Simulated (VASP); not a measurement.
Crystal: NbRu3C.

```xyz
5
Lattice="4.0651 0.0000 0.0000 0.0000 4.0651 0.0000 0.0000 0.0000 4.0651" Properties=species:S:1:pos:R:3 pbc="T T T"
Ru    2.0326    2.0326    0.0000
Ru    2.0326    0.0000    2.0326
Ru    0.0000    2.0326    2.0326
Nb    0.0000    0.0000    0.0000
C     2.0326    2.0326    2.0326
```

| Quantity | Value |
| --- | --- |
| Program | VASP 6.6.1 |
| Task | relaxation of cell and atoms |
| Functional | LDA |
| Potentials or basis | VASP PAW LDA potentials, release 64 (Ru_pv, Nb_sv, C) |
| Cutoff | 600 eV |
| k mesh | 7 × 7 × 7 |
| Occupations | fermi-dirac, width 0.05 eV |
| Spin | no spin polarisation |

At the start: pressure -16.4 GPa; volume 13.44 Å³/atom.

Q: Where does the relaxation end?

A: Over 7 steps the energy falls by 40.4 meV/atom and the volume is 12.69 Å³/atom (-5.6 %); space group Pm-3m (No. 221, to 0.1 Å) before and after.

Step by step:
```
step  energy change (eV)  largest force (eV/Å)  pressure (GPa)  volume (Å³)
   1              0.0000                0.0000          -16.38        67.18
   2              1.3979                0.0000           67.13        54.69
   3             -0.2015                0.0000           -1.07        63.64
   4             -0.2022                0.0000           -0.20        63.47
   5             -0.2022                0.0000            0.17        63.39
   6             -0.2022                0.0000           -0.36        63.50
   7             -0.2022                0.0000           -0.01        63.43
```

Final structure:
```xyz
5
Lattice="3.9880 0.0000 0.0000 0.0000 3.9880 0.0000 0.0000 0.0000 3.9880" Properties=species:S:1:pos:R:3 pbc="T T T"
Ru    1.9940    1.9940    0.0000
Ru    1.9940    0.0000    1.9940
Ru    0.0000    1.9940    1.9940
Nb    0.0000    0.0000    0.0000
C     1.9940    1.9940    1.9940
```
